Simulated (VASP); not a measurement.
# W (Fm-3m) in VASP: a series of runs

Runs on W. Level: r2SCAN. Tasks: single point, relaxation of cell and atoms.

All numbers are computed with VASP 6.6.1; they aren't measurements. Logs are shortened: lines on timing, memory, paths and dates and some standing lists are left out, and cuts for length are marked.

**1. The cell of the first run**

It takes space group Fm-3m (No. 225, cubic). The conventional cell has a = 4.018 Å, b = 4.018 Å, c = 4.018 Å, α = 90.00°, β = 90.00°, γ = 90.00°. W (site symmetry m-3m) has 12 W at 2.84 Å within 3.7 Å.

This isn't the form of W at room conditions, which is bcc.

**2. Single point, r2SCAN**

POSCAR reads:

```
W
1.0
    0.0000000000      2.0091471692      2.0091471692
    2.0091471692      0.0000000000      2.0091471692
    2.0091471692      2.0091471692      0.0000000000
W
1
Direct
    0.0000000000      0.0000000000      0.0000000000
```

INCAR.step1 reads:

```
SYSTEM = W
PREC = Accurate ; ENCUT = 550
ISMEAR = 0 ; SIGMA = 0.1
LREAL = .False. ; LASPH = .True.
NELM = 120 ; NBANDS = 13
GGA = PE ; ALGO = Normal
EDIFF = 1E-5 ; LWAVE = .True.
LCHARG = .False. ; GGA_COMPAT = .False.
```

INCAR.step2 reads:

```
SYSTEM = W
PREC = Accurate ; ENCUT = 550
EDIFF = 1E-6 ; ISMEAR = 0
SIGMA = 0.1 ; LREAL = .False.
LASPH = .True. ; NELM = 120
ALGO = Normal ; ISIF = 2
LWAVE = .False. ; LCHARG = .False.
METAGGA = R2SCAN ; LMIXTAU = .True.
NBANDS = 13 ; ISTART = 1
GGA_COMPAT = .False.
```

KPOINTS reads:

```
Automatic mesh
0
Gamma
  8 8 8
  0 0 0
```

Potentials or basis: VASP PAW PBE potentials, release 64 (W_sv).

The run is started by

```console
$ cat potpaw_PBE.64/W_sv/POTCAR > POTCAR
$ cp INCAR.step1 INCAR
$ mpirun -np 1 vasp_std > vasp.out
$ cp INCAR.step2 INCAR
$ mpirun -np 1 vasp_std > vasp.out
```

OUTCAR:

```text
SYSTEM = W
   PREC = Accurate
   ENCUT = 550
   EDIFF = 1E-6
   ISMEAR = 0
   LREAL = .False.
   LASPH = .True.
   NELM = 120
   ISIF = 2
   METAGGA = R2SCAN
   ISTART = 1

 ion  position               nearest neighbor table
   1  0.000  0.000  0.000-

  LATTYP: Found a face centered cubic cell.
 ALAT       =     4.0182943384

  Lattice vectors:

 A1 = (   0.0000000000,   2.0091471692,   2.0091471692)
 A2 = (   2.0091471692,   0.0000000000,   2.0091471692)
 A3 = (   2.0091471692,   2.0091471692,   0.0000000000)

Analysis of symmetry for initial positions (statically):
=====================================================================
 Subroutine PRICEL returns:
 Original cell was already a primitive cell.

 Routine SETGRP: Setting up the symmetry group for a
 face centered cubic supercell.

 Subroutine GETGRP returns: Found 48 space group operations
 (whereof 48 operations were pure point group operations)
 out of a pool of 48 trial point group operations.

The static configuration has the point symmetry O_h .

Analysis of symmetry for dynamics (positions and initial velocities):
=====================================================================
 Subroutine PRICEL returns:
 Original cell was already a primitive cell.

 Routine SETGRP: Setting up the symmetry group for a
 face centered cubic supercell.

 Subroutine GETGRP returns: Found 48 space group operations
 (whereof 48 operations were pure point group operations)
 out of a pool of 48 trial point group operations.

The dynamic configuration has the point symmetry O_h .

 Subroutine INISYM returns: Found 48 space group operations
 (whereof 48 operations are pure point group operations),
 and found     1 'primitive' translations

----------------------------------------------------------------------------------------

                                     Primitive cell

  volume of cell :      16.2205

  direct lattice vectors                    reciprocal lattice vectors
     0.000000000  2.009147169  2.009147169    -0.248861809  0.248861809  0.248861809
     2.009147169  0.000000000  2.009147169     0.248861809 -0.248861809  0.248861809
     2.009147169  2.009147169  0.000000000     0.248861809  0.248861809 -0.248861809

  length of vectors
     2.841363175  2.841363175  2.841363175     0.431041298  0.431041298  0.431041298

  position of ions in fractional coordinates (direct lattice)
     0.000000000  0.000000000  0.000000000

  ion indices of the primitive-cell ions
   primitive index   ion index
                 1           1

----------------------------------------------------------------------------------------

 KPOINTS: Automatic mesh

Automatic generation of k-mesh.
 Grid dimensions read from file:
 generate k-points for:    8    8    8

 Generating k-lattice:

  Cartesian coordinates                     Fractional coordinates (reciprocal lattice)
    -0.031107726  0.031107726  0.031107726     0.125000000  0.000000000  0.000000000
     0.031107726 -0.031107726  0.031107726     0.000000000  0.125000000  0.000000000
     0.031107726  0.031107726 -0.031107726     0.000000000  0.000000000  0.125000000

  Length of vectors
     0.053880162  0.053880162  0.053880162

  Shift w.r.t. Gamma in fractional coordinates (k-lattice)
     0.000000000  0.000000000  0.000000000

 Subroutine IBZKPT returns following result:
 ===========================================

 Found     29 irreducible k-points:

 Following reciprocal coordinates:
            Coordinates               Weight
  0.000000  0.000000  0.000000      1.000000
  0.125000  0.000000  0.000000      8.000000
  0.250000  0.000000  0.000000      8.000000
  0.375000  0.000000  0.000000      8.000000
  0.500000  0.000000  0.000000      4.000000
  0.125000  0.125000  0.000000      6.000000
[... 16 lines left out ...]
  0.500000  0.250000  0.125000     48.000000
 -0.375000  0.250000  0.125000     24.000000
 [... further k-points ...]
   k-points           NKPTS =     29   k-points in BZ     NKDIM =     29   number of bands    NBANDS=     13
   number of dos      NEDOS =    301   number of ions     NIONS =      1
   total plane-waves  NPLWV =  13824
   dimension x,y,z NGX =    24 NGY =   24 NGZ =   24
   dimension x,y,z NGXF=    48 NGYF=   48 NGZF=   48
   ions per type =               1
   NGX,Y,Z   is equivalent  to a cutoff of  14.04, 14.04, 14.04 a.u.
   NGXF,Y,Z  is equivalent  to a cutoff of  28.08, 28.08, 28.08 a.u.
 SYSTEM =  W
   PREC   = accura    normal or accurate (medium, high low for compatibility)
   ISTART =      1    job   : 0-new  1-cont  2-samecut
   ICHARG =      0    charge: 1-file 2-atom 10-const
   ISPIN  =      1    spin polarized calculation?
   LNONCOLLINEAR =      F non collinear calculations
   LSORBIT =      F    spin-orbit coupling
   LASPH  =      T    aspherical Exc in radial PAW
   ENCUT  =  550.0 eV  40.42 Ry    6.36 a.u.   5.43  5.43  5.43*2*pi/ulx,y,z
   NELM   =    120;   NELMIN=  2; NELMDL=  0     # of ELM steps
   EDIFF  = 0.1E-05   stopping-criterion for ELM
   LREAL  =      F    real-space projection
   EDIFFG = 0.1E-04   stopping-criterion for IOM
   NSW    =      0    number of steps for IOM
   IBRION =     -1    ionic relax: 0-MD 1-quasi-New 2-CG
   NFREE  =      0    steps in history (QN), initial steepest desc. (CG)
   ISIF   =      2    stress and relaxation
   ISYM   =      2    0-nonsym 1-usesym 2-fastsym
   POTIM  = 0.5000    time-step for ionic-motion
   TEBEG  =    0.0;   TEEND  =   0.0 temperature during run
   PSTRESS=    0.0 pullay stress
   NELECT =      14.0000    total number of electrons
   NUPDOWN=      -1.0000    fix difference up-down
   EMIN   =  10.00;   EMAX   =-10.00  energy-range for DOS
   EFERMI =   0.00;   METHOD = LEGACY
   ISMEAR =     0;   SIGMA  =   0.10  broadening in eV -4-tet -1-fermi 0-gaus
   EFERMI_NEDOS =   21; number of points for ismear=-14 and -15
   IALGO  =     38    algorithm
   IMIX   =      4    mixing-type and parameters
     AMIX     =   0.40;   BMIX     =  1.00
     AMIX_MAG =   1.60;   BMIX_MAG =  1.00
  volume/ion in A,a.u.               =      16.22       109.46
  Fermi-wavevector in a.u.,A,eV,Ry     =   1.558700  2.945515 33.055960  2.429544
  Thomas-Fermi vector in A             =   2.662166
   LORBIT       =      0    0 simple, 1 ext, 2 COOP (PROOUT), +10 PAW based schemes
   METAGGA = R2SCAN    functional components
   LHFCALC =     F    Hartree Fock is set to
   AEXX    =    0.0000 exact exchange contribution
   IVDW    =     0    specifies the selected vdW correction
   LEPSILON=     F    determine dielectric tensor
   LRPA    =     F    only Hartree local field effects (RPA)
 non-spin polarized calculation
 Gauss-broadening in eV      SIGMA  =   0.10
  energy-cutoff  :      550.00
  volume of cell :       16.22
 maximum number of plane-waves:       531
 NGX is ok and might be reduce to    24
   NGX = 11   NGY = 11   NGZ = 11

 number of electron      14.0000001 magnetization

 Free energy of the ion-electron system (eV)
  ---------------------------------------------------
  ext. energy  EPLUGINS =         0.00000000
  ---------------------------------------------------
  free energy    TOTEN  =       -50.81310014 eV

  energy without entropy =      -50.80455355  energy(sigma->0) =      -50.80882685

 E-fermi :  10.4442     XC(G=0): -14.8069

 val. band max:       10.3944135082   @ k =   0.2500   0.0000   0.0000
 cond. band min:      10.4499555552   @ k =   0.2500   0.2500   0.0000
 fundamental gap:      0.0555420470
 Fermi energy:        10.4441821706

 k-point     1 :       0.0000    0.0000    0.0000
  band No.  band energies     occupation
      1     -65.1018      2.00000
      2     -28.0202      2.00000
      3     -28.0202      2.00000
      4     -28.0202      2.00000
      5       0.9565      2.00000
      6       9.8959      2.00000
      7       9.8959      2.00000
      8       9.8959      2.00000
      9      13.3321      0.00000
     10      13.3321      0.00000
     11      23.8751      0.00000
     12      29.6103      0.00000
     13      29.6103      0.00000

 k-point     2 :       0.1250    0.0000    0.0000
  band No.  band energies     occupation
      1     -65.0833      2.00000
      2     -28.2182      2.00000
      3     -28.0452      2.00000
      4     -28.0452      2.00000
      5       1.6591      2.00000
      6       9.3869      2.00000
      7      10.1948      1.99958
      8      10.1948      1.99958
      9      13.0887      0.00000
     10      13.0887      0.00000
     11      25.1901      0.00000
     12      27.3594      0.00000
     13      30.9220      0.00000

 k-point     3 :       0.2500    0.0000    0.0000
  band No.  band energies     occupation
      1     -65.0387      2.00000
      2     -28.6782      2.00000
      3     -28.1052      2.00000
      4     -28.1052      2.00000
      5       3.3048      2.00000
      6       8.7813      2.00000
      7      10.3944      1.51847
      8      10.3944      1.51846
      9      13.3760      0.00000
     10      13.3760      0.00000
     11      24.2375      0.00000
     12      28.1111      0.00000
     13      34.3106      0.00000

 k-point     4 :       0.3750    0.0000    0.0000
  band No.  band energies     occupation
      1     -64.9937      2.00000
      2     -29.1152      2.00000
      3     -28.1643      2.00000
      4     -28.1643      2.00000
      5       4.3934      2.00000
      6       9.7228      2.00000
      7       9.9655      2.00000
      8       9.9655      2.00000
      9      14.8867      0.00000
     10      14.8867      0.00000
     11      22.4049      0.00000
     12      25.6055      0.00000
     13      32.2738      0.00000

 k-point     5 :       0.5000    0.0000    0.0000
  band No.  band energies     occupation
      1     -64.9751      2.00000
      2     -29.2902      2.00000
      3     -28.1886      2.00000
      4     -28.1886      2.00000
      5       4.5325      2.00000
      6       9.7301      2.00000
      7       9.7301      2.00000
      8      10.9902      0.00000
      9      15.8437      0.00000
     10      15.8437      0.00000
     11      21.4985      0.00000
     12      23.5159      0.00000
     13      30.2647      0.00000
[... 257 lines left out ...]
 k-point    22 :       0.3750    0.2500    0.1250
  band No.  band energies     occupation
      1     -65.0054      2.00000
      2     -28.7854      2.00000
      3     -28.3424      2.00000
      4     -28.1841      2.00000
      5       4.7425      2.00000
      6       7.6802      2.00000
      7       9.5251      2.00000
      8      12.1659      0.00000
      9      12.2028      0.00000
     10      15.4803      0.00000
     11      26.0055      0.00000
     12      29.5505      0.00000
     13      29.5513      0.00000

 k-point    23 :       0.5000    0.2500    0.1250
  band No.  band energies     occupation
      1     -64.9692      2.00000
      2     -29.0187      2.00000
      3     -28.4834      2.00000
      4     -28.2566      2.00000
      5       5.9906      2.00000
      6       7.9714      2.00000
      7       8.6721      2.00000
      8      11.6462      0.00000
      9      14.2301      0.00000
     10      17.3833      0.00000
     11      22.9935      0.00000
     12      27.4554      0.00000
     13      28.0403      0.00000

 k-point    24 :      -0.3750    0.2500    0.1250
  band No.  band energies     occupation
      1     -64.9541      2.00000
      2     -29.1180      2.00000
      3     -28.5277      2.00000
      4     -28.2957      2.00000
      5       6.1994      2.00000
      6       7.7968      2.00000
      7       9.4477      2.00000
      8      11.3086      0.00000
      9      15.2878      0.00000
     10      18.7370      0.00000
     11      20.3508      0.00000
     12      26.9137      0.00000
     13      28.3427      0.00000

 [... further k-points ...]
[... 5 lines left out ...]
  --------------------------------------------------------------------------------------
  -------------------------------------------------------------------------------------
  Total        0.1099741      0.1099741      0.1099741     -0.0000000      0.0000000     -0.0000000
  in kB       10.8626445     10.8626445     10.8626445     -0.0000000      0.0000000     -0.0000000
  external PRESSURE =      10.8626445 kB  Pullay stress =       0.0000000 kB

 VOLUME and BASIS-vectors are now :
 -----------------------------------------------------------------------------
  energy-cutoff  :      550.00
  volume of cell :       16.22
      direct lattice vectors                 reciprocal lattice vectors
     0.000000000  2.009147169  2.009147169    -0.248861809  0.248861809  0.248861809
     2.009147169  0.000000000  2.009147169     0.248861809 -0.248861809  0.248861809
     2.009147169  2.009147169  0.000000000     0.248861809  0.248861809 -0.248861809

 POSITION                                       TOTAL-FORCE (eV/Angst)
 -----------------------------------------------------------------------------------
      0.00000      0.00000      0.00000         0.000000      0.000000      0.000000
 -----------------------------------------------------------------------------------
    total drift:                               -0.000000      0.000000     -0.000000

  FREE ENERGIE OF THE ION-ELECTRON SYSTEM (eV)
  ---------------------------------------------------
  free  energy   TOTEN  =       -50.8131001394 eV

  energy  without entropy=      -50.8045535508  energy(sigma->0) =      -50.80882685
```

Wall time 12 s (1 thread of Intel Xeon 6975P-C (Granite Rapids), shared host); peak memory 0.14 GiB.

Results:

```yaml
Free_energy: -50.8131 eV
Pressure: 1.1 GPa
Band_gap_on_the_k_mesh: zero (bands 7 and 8 overlap by 3.68 eV)
```

Caveat: the PAW data sets were made with another functional, which shifts forces and pressure a little; spin-orbit coupling is left out, which moves the levels of the heavy elements.

**3. Relaxation of cell and atoms, r2SCAN**

This run uses another cell than the first one, of 16.73 Å³/atom.

POSCAR reads:

```
W
1.0
    0.0000000000      2.0300000000      2.0300000000
    2.0300000000      0.0000000000      2.0300000000
    2.0300000000      2.0300000000      0.0000000000
W
1
Direct
    0.0000000000      0.0000000000      0.0000000000
```

INCAR.step1 reads:

```
ALGO = Normal ; EDIFF = 1E-5
EDIFFG = -0.005 ; ENCUT = 550
GGA = PE ; GGA_COMPAT = F
IBRION = 2 ; ISIF = 3
ISMEAR = 0 ; LASPH = T
LCHARG = F ; LREAL = F
LWAVE = T ; NELM = 120
NELMIN = 4 ; NSW = 100
PREC = Accurate ; SIGMA = 0.1
```

INCAR.step2 reads:

```
ALGO = Normal ; EDIFF = 1E-7
EDIFFG = -0.05 ; ENCUT = 550
GGA_COMPAT = F ; IBRION = 2
ISIF = 3 ; ISMEAR = 0
ISTART = 1 ; LASPH = T
LCHARG = F ; LMIXTAU = T
LREAL = F ; LWAVE = F
METAGGA = R2SCAN ; NELM = 120
NELMIN = 4 ; NSW = 100
PREC = Accurate ; SIGMA = 0.1
```

KPOINTS reads:

```
k-points
0
Gamma
  8 8 8
```

Potentials or basis: VASP PAW PBE potentials, release 64 (W_sv).

The run is started by

```console
$ cat potpaw_PBE.64/W_sv/POTCAR > POTCAR
$ cp INCAR.step1 INCAR
$ mpirun -np 1 vasp_std > vasp.out
$ cp INCAR.step2 INCAR
$ mpirun -np 1 vasp_std > vasp.out
```

It took 56 s on 1 thread of Intel Xeon 6975P-C (Granite Rapids), shared host; peak memory 0.15 GiB.

It converged, with:

* Free energy: -50.8135 eV
* Relaxed volume: 16.28 Å³/atom
* Relaxed cell: a = 2.845 Å, b = 2.845 Å, c = 2.845 Å, α = 60.00°, β = 60.00°, γ = 60.00°
* Space group after relaxing (to 0.1 Å): Fm-3m (No. 225)
* Energy gained by relaxing: 11.8 meV/atom
* Ionic steps: 4
* Pressure after relaxing: 0.0 GPa
* Band gap on the k mesh: zero (bands 7 and 8 overlap by 3.66 eV)

Step by step:
| step | energy change (eV) | largest force (eV/Å) | pressure (GPa) | volume (Å³) |
| --- | --- | --- | --- | --- |
| 1 | 0.0000 | 0.0000 | -8.12 | 16.73 |
| 2 | 0.1486 | 0.0000 | 36.17 | 14.76 |
| 3 | -0.0118 | 0.0000 | -0.50 | 16.30 |
| 4 | -0.0118 | 0.0000 | -0.04 | 16.28 |

Final structure:
```yaml
crystal:
  lattice:
    - [0.00000, 2.01155, 2.01155]
    - [2.01155, 0.00000, 2.01155]
    - [2.01155, 2.01155, 0.00000]
  atoms:
    - { symbol: W, position: [0.00000, 0.00000, 0.00000] }
```

Levels at points of the mesh, in eV from the Fermi level:
| k point | band 3 | band 4 | band 5 | band 6 | band 7 | band 8 | band 9 | band 10 | band 11 |
| --- | --- | --- | --- | --- | --- | --- | --- | --- | --- |
| (0.00, 0.00, 0.00) | -38.48 | -38.48 | -9.47 | -0.55 | -0.55 | -0.55 | 2.87 | 2.87 | 13.42 |
| (0.50, 0.00, 0.00) | -38.65 | -38.65 | -5.89 | -0.71 | -0.71 | 0.53 | 5.37 | 5.37 | 11.00 |
| (0.50, 0.50, 0.00) | -38.93 | -38.93 | -5.73 | -4.79 | 3.11 | 5.42 | 6.07 | 6.07 | 12.43 |

Caveat: the PAW data sets were made with another functional, which shifts forces and pressure a little; spin-orbit coupling is left out, which moves the levels of the heavy elements.

[end of part 1 of 2]
